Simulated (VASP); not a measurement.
Runs of VASP 6.6.1 on Mg. The structure is that of space group P6/mmm (No. 191), or close to it. The cells are those of the table. This isn't the form of Mg at room conditions, which is hcp.

```tsv
task	cell	k mesh	gap on the mesh (eV)	pressure (GPa)	relaxed volume (Å³/atom)
relaxation of cell and atoms	relaxed from a = 3.132, b = 3.132, c = 5.025 Å, angles 90.0, 90.0, 120.0°, 1 atom	6 × 6 × 4	none	0.0	(a)
relaxation of cell and atoms	relaxed from a = 3.072, b = 3.072, c = 3.136 Å, angles 90.0, 90.0, 120.0°, 1 atom	12 × 12 × 12	none	-0.1	25.63
single point	a = 3.132, b = 3.132, c = 5.025 Å, angles 90.0, 90.0, 120.0°, 1 atom	6 × 6 × 4	none	-1.2	-
single point	a = 3.072, b = 3.072, c = 3.136 Å, angles 90.0, 90.0, 120.0°, 1 atom	6 × 6 × 4	none	-0.1	-
single point	a = 3.094, b = 3.094, c = 3.095 Å, angles 90.0, 90.0, 120.0°, 1 atom	12 × 12 × 12	none	-0.1	-
```

Alike in all rows: level PBE; potentials or basis VASP PAW PBE potentials, release 64 (Mg); no spin polarisation; cutoff (eV) 600; smearing gaussian 0.1 eV.

Question: Fill in the values left out.

Answer: (a) 25.47.

Caveats: some runs use coarse meshes; the volume moved by over 15 % at a fixed basis, so the end points are rough (at least some runs).

A gap of «none» marks levels without a gap at the run's occupations.
